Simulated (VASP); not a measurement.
Write the native input for VASP 6.6.1 that does the following.

| Item | Value |
| --- | --- |
| Task | single point |
| Functional | PBEsol |
| Potentials or basis | VASP PAW PBE potentials, release 64 (O, Mg, Ca_sv) |
| Cutoff | 700 eV |
| k mesh | 1 × 1 × 1, shifted |
| Occupations | fermi-dirac, width 0.05 eV |
| Spin | no spin polarisation |
| Dipole correction | no |
| Further INCAR settings | LREAL = Auto; ALGO = Normal; EDIFF = 1e-06; NBANDS = 169; ISYM = -1 |

The structure of Ca7Mg20O27 lies in POSCAR:

```
Ca7Mg20O27
1.0
    0.0000000000      6.5290540000      6.5290540000
    6.5290540000      0.0000000000      6.5290540000
    6.5290540000      6.5290540000      0.0000000000
O Mg Ca
27 20 7
Direct
    0.4854750000      0.1812900000      0.1659570000
    0.1651050000      0.5027070000      0.4944920000
    0.5104010000      0.8269170000      0.1680550000
    0.5130430000      0.1537760000      0.8266250000
    0.8288790000      0.5111530000      0.4963130000
    0.4924570000      0.8541070000      0.8489450000
    0.1882410000      0.4845810000      0.1599720000
    0.4776990000      0.1678180000      0.5249750000
    0.8650770000      0.5034730000      0.1702950000
    0.1657200000      0.4791080000      0.8554370000
    0.5012140000      0.8225610000      0.5165790000
    0.8156560000      0.5087590000      0.8197130000
    0.1739540000      0.1546220000      0.5038080000
    0.4914670000      0.4832520000      0.1720060000
    0.8322040000      0.1649590000      0.4982340000
    0.1557950000      0.8534240000      0.4885420000
    0.5247140000      0.5121730000      0.8043540000
    0.8533370000      0.8453030000      0.4904210000
    0.1448640000      0.1803500000      0.1925150000
    0.8590480000      0.1477040000      0.1565090000
    0.1600350000      0.8341050000      0.1871840000
    0.1590480000      0.1533250000      0.8417880000
    0.5212770000      0.5150070000      0.4910660000
    0.8199390000      0.8530950000      0.1518280000
    0.8339150000      0.1549430000      0.8299970000
    0.1651750000      0.8308850000      0.8265380000
    0.8488430000      0.8145790000      0.8317430000
    0.0100210000      0.0226220000      0.9692120000
    0.9804700000      0.6834220000      0.9893560000
    0.0053610000      0.9704010000      0.6701430000
    0.3127410000      0.3351760000      0.3433650000
    0.6587400000      0.6695670000      0.9993890000
    0.9872760000      0.6850560000      0.6707130000
    0.6581090000      0.6678020000      0.6898800000
    0.0225260000      0.9985240000      0.3168860000
    0.3178250000      0.3637110000      0.9951860000
    0.6667270000      0.9898960000      0.3215660000
    0.3620080000      0.3304070000      0.6507690000
    0.6619410000      0.6599700000      0.3503420000
    0.0021670000      0.3339140000      0.9963610000
    0.3437680000      0.9846110000      0.3517100000
    0.0045140000      0.3301940000      0.6618520000
    0.3198300000      0.6740490000      0.3466660000
    0.6603080000      0.3252690000      0.6656020000
    0.3472140000      0.6437220000      0.0008220000
    0.3546190000      0.0022630000      0.6509700000
    0.6723550000      0.3264490000      0.3386300000
    0.6630550000      0.9771480000      0.0259530000
    0.6650660000      0.9980340000      0.6647860000
    0.9982700000      0.6781820000      0.3417730000
    0.6718040000      0.3214560000      0.9938690000
    0.3182060000      0.0079940000      0.0012020000
    0.9855850000      0.3245440000      0.3492250000
    0.3247770000      0.6648120000      0.6783850000
```

The input as run:

INCAR

```
SYSTEM = Ca7Mg20O27
ALGO = Normal
EDIFF = 1E-6
ENCUT = 700
GGA = PS
GGA_COMPAT = .FALSE.
ISIF = 2
ISMEAR = -1
ISYM = -1
LASPH = .TRUE.
LCHARG = .FALSE.
LREAL = Auto
LWAVE = .FALSE.
NBANDS = 169
NELM = 120
PREC = Accurate
SIGMA = 0.05
```

KPOINTS

```
explicit points
1
Reciprocal
  0.25000000   0.25000000   0.25000000 1
```

Potentials or basis: VASP PAW PBE potentials, release 64 (O, Mg, Ca_sv).

Launch:

```console
$ cat potpaw_PBE.64/O/POTCAR potpaw_PBE.64/Mg/POTCAR potpaw_PBE.64/Ca_sv/POTCAR > POTCAR
$ mpirun -np 1 vasp_std > vasp.out
```

It gave:

| Item | Value |
| --- | --- |
| Pressure | 11.5 GPa |
| Largest force | 6.777 eV/Å |
| Band gap on the k mesh | 3.77 eV |

Caveat: the cell stands under pressure; the PAW data sets were made with another functional, which shifts forces and pressure a little; a shifted mesh leaves out Γ, where band edges can lie.

It took 9 min on 1 thread of AMD EPYC 7R43 64-Core Processor (Zen 3), on a shared host, peak memory 0.96 GiB.
